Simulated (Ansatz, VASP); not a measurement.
Two plane-wave programs on WSe2

```
W Se
1.0
     3.29967    0.00000    0.00000
    -1.64983    2.85760    0.00000
     0.00000    0.00000   13.14870
W Se
2 4
Direct
  0.33333 0.66667 0.25000
  0.66667 0.33333 0.75000
  0.66667 0.33333 0.37666
  0.66667 0.33333 0.12334
  0.33333 0.66667 0.87666
  0.33333 0.66667 0.62334
```

Alike in both runs: task single point; functional PBE; k mesh 12 × 12 × 2; occupations fermi-dirac, width 0.02 eV; no spin polarisation.

|  | VASP | Ansatz |
| --- | --- | --- |
| version | VASP 6.6.1 | Ansatz 0.2.0 |
| potentials or method | VASP PAW PBE potentials, release 64 (W_sv, Se) | plane waves, PAW |
| plane-wave cutoff (eV) | 520 | 420 |
| valence electrons in the cell | 52 | 92 |

VASP gave:

* gap on the k mesh at the Fermi level (eV): 1.04
* pressure (GPa): 3.7
* traceless stress, the component that is largest in VASP (GPa): 1.16
* rms of the force components (eV/Å): 0.153

Problem. Which values does Ansatz return?

Solution. gap on the k mesh at the Fermi level (eV): 1.04; pressure (GPa): 3.4; traceless stress, the component that is largest in VASP (GPa): 1.08; rms of the force components (eV/Å): 0.131.

Atom by atom the forces differ by 0.023 eV/Å (rms over components). The functional is the same, so the differences come from potentials, cutoffs and numerics. VASP's potentials hold 52 valence electrons a cell and Ansatz's 92, so a difference there can come from the potentials and not from the codes.

Spin-orbit coupling is off throughout.
